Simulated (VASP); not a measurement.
LiCl, 2 atoms in the cell. The structure is cubic, space group Fm-3m (No. 225). The conventional cell has a = 5.130 Å, b = 5.130 Å, c = 5.130 Å, α = 90.00°, β = 90.00°, γ = 90.00°. Within 3.4 Å of Cl (site symmetry m-3m) lie 6 Li at 2.56 Å. Within 3.4 Å of Li (site symmetry m-3m) lie 6 Cl at 2.56 Å. 

```yaml
Program: VASP 6.6.1
Task: relaxation of cell and atoms
Functional: RPBE
Dispersion: D4
Potentials_or_basis: VASP PAW PBE potentials, release 64 (Cl, Li_sv)
Cutoff: 600 eV
k_mesh: 9 × 9 × 9
Occupations: fermi-dirac, width 0.05 eV
Spin: no spin polarisation
Dipole_correction: no
Further_INCAR_settings: ALGO = Normal; EDIFF = 1e-07; IBRION = 2; EDIFFG = -0.01; NSW = 60; ISIF = 3
```

Potentials or basis: VASP PAW PBE potentials, release 64 (Cl, Li_sv).

The run is started by

```console
$ cat potpaw_PBE.64/Cl/POTCAR potpaw_PBE.64/Li_sv/POTCAR > POTCAR
$ mpirun -np 1 vasp_std > vasp.out
```

Hardware: 1 thread of Intel Xeon 8259CL, on a shared host.

Question: How long does it take, and how much memory?

Answer: Wall time 57 s on 1 thread of Intel Xeon 8259CL, with other jobs on the host, peak memory 0.16 GiB. Counts: scf iterations 30, k points 35, ion steps 3.
